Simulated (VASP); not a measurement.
C:

```xyz
2
Lattice="0.0000 1.7510 1.7093 1.7510 0.0000 1.7093 1.7510 1.7510 0.0000" Properties=species:S:1:pos:R:3 pbc="T T T"
C     1.7510    1.7510    1.7093
C     2.6265    2.6265    2.5640
```

This cell differs from its parent crystal: volume 5.241 Å^3 an atom, c/a of the conventional cell 0.9762.

Base run:

| Item | Value |
| --- | --- |
| Program | VASP 6.6.1 |
| Functional | LDA |
| Potentials or basis | VASP PAW LDA potentials, release 64 (C) |
| Cutoff | 520 eV |
| k mesh | 12 × 12 × 12 |
| Occupations | gaussian, width 0.05 eV |
| Spin | no spin polarisation |

Its results: band gap on the k mesh 3.69 eV, indirect (least direct gap 5.32 eV); pressure 27.2 GPa.

The run is repeated on the same cell with these changes: potentials or basis from VASP PAW LDA potentials, release 64 (C) to VASP PAW LDA potentials, release 64 (C_h); cutoff from 520 eV to 910 eV. What comes out?

Band gap on the k mesh 3.69 eV, indirect (least direct gap 5.32 eV); pressure 26.0 GPa.

Caveats: the cutoff is under 1.25 times the usual one of these potentials, so pressure, stress and relaxed cells hold a basis-set (Pulay) error (some runs).

A k mesh can miss the band edges.
